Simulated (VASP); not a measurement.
# MgO (P6_3/mmc) in VASP: notebook, part 2 of 2

VASP 6.6.1.

### 4 Single point, PBE

This run uses another cell than the first one, of 10.17 Å³/atom, 0.990 times its volume.

File INCAR:

```
  PREC = Accurate
  ENCUT = 520
  EDIFF = 1E-6
  ISMEAR = 0
  SIGMA = 0.05
  LREAL = False
  LASPH = True
  NELM = 100
  ALGO = Normal
  ISIF = 2
  LWAVE = False
  LCHARG = False
  GGA = PE
  NBANDS = 16
```

File KPOINTS:

```
regular mesh
0
Gamma
  9 9 6
```

File POSCAR:

```
MgO
1.0
    3.3805000000      0.0000000000      0.0000000000
   -1.6902500000      2.9275988775      0.0000000000
    0.0000000000      0.0000000000      4.1122000000
Mg O
2 2
Direct
    0.6666666667      0.3333333333      0.7500000000
    0.3333333333      0.6666666667      0.2500000000
    0.6666666667      0.3333333333      0.2500000000
    0.3333333333      0.6666666667      0.7500000000
```

Run with:

```console
cat potpaw_PBE.64/Mg/POTCAR potpaw_PBE.64/O/POTCAR > POTCAR
mpirun -np 1 vasp_std > vasp.out
```

It took 16 s on 1 thread of Intel Xeon Platinum 8488C (Sapphire Rapids), shared host; peak memory 0.17 GiB.

The run converged. Its results:

```
Free energy            : -23.4463 eV
Pressure               : 16.9 GPa
Band gap on the k mesh : 3.83 eV, direct
```

Stress tensor (GPa, compression positive):
```
17.61  0.00  0.00
 0.00 17.61  0.00
 0.00  0.00 15.49
```

Levels at points of the mesh, in eV from the valence-band top:
| k point | band 6 | band 7 | band 8 | band 9 | band 10 | band 11 |
| --- | --- | --- | --- | --- | --- | --- |
| (0.00, 0.00, 0.00) | -0.95 | -0.95 | 0.00 | 3.83 | 10.07 | 12.74 |
| (0.00, 0.00, 0.50) | -1.44 | -1.44 | -1.44 | 6.88 | 6.88 | 13.53 |

### 5 Single point, PBE

This run uses another cell than the first one, of 10.07 Å³/atom, 0.979 times its volume.

File INCAR:

```
PREC     = Accurate       # precision mode
ENCUT    = 520            # plane-wave cutoff, eV
EDIFF    = 1E-6           # SCF threshold, eV
ISMEAR   = 0              # smearing method
SIGMA    = 0.05           # smearing width, eV
LREAL    = F              # projectors in reciprocal space
LASPH    = T              # aspherical terms in the spheres
NELM     = 80             # most SCF steps
ALGO     = Normal         # electronic algorithm
ISIF     = 2              # what is computed and relaxed
LWAVE    = F              # write WAVECAR
LCHARG   = F              # write CHGCAR
GGA      = PE             # functional
NBANDS   = 16             # bands
```

KPOINTS is that of step 4.

Changes to POSCAR since step 4:

```diff
@@ -4,3 +4,3 @@
    -1.6902500000      2.9275988775      0.0000000000
-    0.0000000000      0.0000000000      4.1122000000
+    0.0000000000      0.0000000000      4.0698000000
 Mg O
```

Potentials or basis: VASP PAW PBE potentials, release 64 (Mg, O).

Run with:

```console
cat potpaw_PBE.64/Mg/POTCAR potpaw_PBE.64/O/POTCAR > POTCAR
mpirun -np 1 vasp_std > vasp.out
```

OUTCAR:

```text
PREC = Accurate
   ENCUT = 520
   EDIFF = 1E-6
   ISMEAR = 0
   LREAL = F
   LASPH = T
   NELM = 80
   ISIF = 2
   GGA = PE

 ion  position               nearest neighbor table
   1  0.667  0.333  0.750-   4 1.95   4 1.95   4 1.95   3 2.03   3 2.03   2 2.82   2 2.82   2 2.82
                             2 2.82   2 2.82   2 2.82
   2  0.333  0.667  0.250-   3 1.95   3 1.95   3 1.95   4 2.03   4 2.03   1 2.82   1 2.82   1 2.82
                             1 2.82   1 2.82   1 2.82
   3  0.667  0.333  0.250-   2 1.95   2 1.95   2 1.95   1 2.03   1 2.03
   4  0.333  0.667  0.750-   1 1.95   1 1.95   1 1.95   2 2.03   2 2.03

  LATTYP: Found a hexagonal cell.
 ALAT       =     3.3805000000
 C/A-ratio  =     1.2039047478

  Lattice vectors:

 A1 = (   3.3805000000,   0.0000000000,   0.0000000000)
 A2 = (  -1.6902500000,   2.9275988775,   0.0000000000)
 A3 = (   0.0000000000,   0.0000000000,   4.0698000000)

Analysis of symmetry for initial positions (statically):
=====================================================================
 Subroutine PRICEL returns:
 Original cell was already a primitive cell.

 Routine SETGRP: Setting up the symmetry group for a
 hexagonal supercell.
[... 170 lines left out ...]
  free energy    TOTEN  =       -23.39997007 eV

  energy without entropy =      -23.39997007  energy(sigma->0) =      -23.39997007

 E-fermi :   2.9221     XC(G=0): -10.4727

 val. band max:        2.6267941528   @ k =   0.0000   0.0000   0.0000
 cond. band min:       6.5202421665   @ k =   0.0000   0.0000   0.0000
 fundamental gap:      3.8934480137
 Fermi energy:         2.9221259322

 k-point     1 :       0.0000    0.0000    0.0000
  band No.  band energies     occupation
      1     -14.7327      2.00000
      2     -13.1007      2.00000
      3      -1.3599      2.00000
      4       0.7118      2.00000
      5       0.7118      2.00000
      6       1.6886      2.00000
[... 433 lines left out ...]
      3      -1.2274      2.00000
      4      -0.4188      2.00000
      5      -0.4188      2.00000
      6       1.3182      2.00000
[... 8 lines left out ...]
     15      17.2378      0.00000
     16      20.2250      0.00000

 [... further k-points ...]
[... 5 lines left out ...]
  --------------------------------------------------------------------------------------
  -------------------------------------------------------------------------------------
  Total        4.6967155      4.6967155      4.9095929      0.0000000      0.0000000     -0.0000000
  in kB      186.8268354    186.8268354    195.2947112      0.0000000      0.0000000     -0.0000000
  external PRESSURE =     189.6494607 kB  Pullay stress =       0.0000000 kB

 VOLUME and BASIS-vectors are now :
 -----------------------------------------------------------------------------
  energy-cutoff  :      520.00
  volume of cell :       40.28
      direct lattice vectors                 reciprocal lattice vectors
     3.380500000  0.000000000  0.000000000     0.295814229  0.170788425  0.000000000
    -1.690250000  2.927598877  0.000000000     0.000000000  0.341576849  0.000000000
     0.000000000  0.000000000  4.069800000     0.000000000  0.000000000  0.245712320

 POSITION                                       TOTAL-FORCE (eV/Angst)
 -----------------------------------------------------------------------------------
      1.69025      0.97587      3.05235         0.000000     -0.000000      0.000000
     -0.00000      1.95173      1.01745        -0.000000      0.000000      0.000000
      1.69025      0.97587      1.01745        -0.000000      0.000000      0.000000
     -0.00000      1.95173      3.05235        -0.000000     -0.000000      0.000000
 -----------------------------------------------------------------------------------
    total drift:                                0.000000     -0.000000      0.000000

  FREE ENERGIE OF THE ION-ELECTRON SYSTEM (eV)
  ---------------------------------------------------
  free  energy   TOTEN  =       -23.3999700678 eV

  energy  without entropy=      -23.3999700678  energy(sigma->0) =      -23.39997007
```

OSZICAR:

```text
N       E                     dE             d eps       ncg     rms          rms(c)
DAV:   1     0.624699072028E+02    0.62470E+02   -0.78527E+03  1544   0.905E+02
DAV:   2    -0.238712355970E+02   -0.86341E+02   -0.79337E+02  2192   0.201E+02
DAV:   3    -0.275325410822E+02   -0.36613E+01   -0.36510E+01  1736   0.422E+01
DAV:   4    -0.275466570525E+02   -0.14116E-01   -0.14116E-01  1872   0.305E+00
DAV:   5    -0.275467242506E+02   -0.67198E-04   -0.67198E-04  1736   0.201E-01    0.115E+01
DAV:   6    -0.234564806487E+02    0.40902E+01   -0.10019E+01  1608   0.252E+01    0.332E+00
DAV:   7    -0.234167551960E+02    0.39725E-01   -0.14949E-01  1584   0.302E+00    0.211E+00
DAV:   8    -0.234016343704E+02    0.15121E-01   -0.78372E-02  1648   0.305E+00    0.478E-01
DAV:   9    -0.233992508035E+02    0.23836E-02   -0.50565E-03  1872   0.646E-01    0.114E-01
DAV:  10    -0.233999578597E+02   -0.70706E-03   -0.85970E-04  1560   0.195E-01    0.352E-02
DAV:  11    -0.233999705080E+02   -0.12648E-04   -0.17131E-05  1640   0.354E-02    0.158E-02
DAV:  12    -0.233999700678E+02    0.44015E-06   -0.73317E-06  1552   0.216E-02
   1 F= -.23399970E+02 E0= -.23399970E+02  d E =-.409207E-19
```

stdout:

```text
POSCAR found type information on POSCAR MgO
 POSCAR found :  2 types and       4 ions
 scaLAPACK will be used
 LDA part: xc-table for (Slater+PW92), standard interpolation
 POSCAR, INCAR and KPOINTS ok, starting setup
 FFT: planning ... GRIDC
 FFT: planning ... GRID_SOFT
 FFT: planning ... GRID
 WAVECAR not read
 entering main loop
```

It took 15 s on 1 thread of Intel Xeon Platinum 8488C (Sapphire Rapids), shared host; peak memory 0.18 GiB.

What came out:

```
Free energy            : -23.4000 eV
Pressure               : 19.0 GPa
Band gap on the k mesh : 3.89 eV, direct
```

Stress tensor (GPa, compression positive):
```
18.68  0.00  0.00
 0.00 18.68  0.00
 0.00  0.00 19.53
```

Levels at points of the mesh, in eV from the valence-band top:
```csv
k point,band 6,band 7,band 8,band 9,band 10,band 11
"(0.00, 0.00, 0.00)",-0.94,-0.94,0.00,3.89,10.21,12.93
"(0.00, 0.00, 0.50)",-1.45,-1.45,-1.45,6.95,6.95,13.54
```

### 6 Overview

| cell | gap on the mesh (eV) | pressure (GPa) |
| --- | --- | --- |
| a = 3.416, b = 3.416, c = 4.070 Å, angles 90.0, 90.0, 120.0°, 4 atoms | 3.79 | 15.1 |
| a = 3.345, b = 3.345, c = 4.239 Å, angles 90.0, 90.0, 120.0°, 4 atoms | 3.75 | 15.7 |
| a = 3.381, b = 3.381, c = 4.112 Å, angles 90.0, 90.0, 120.0°, 4 atoms | 3.83 | 16.9 |
| a = 3.381, b = 3.381, c = 4.070 Å, angles 90.0, 90.0, 120.0°, 4 atoms | 3.89 | 19.0 |

Alike in all rows: task single point; level PBE; potentials or basis VASP PAW PBE potentials, release 64 (Mg, O); no spin polarisation; k mesh 9 × 9 × 6; cutoff (eV) 520; smearing gaussian 0.05 eV.

Total energies depend on the potentials used, so only differences within one code and one set of settings carry meaning.
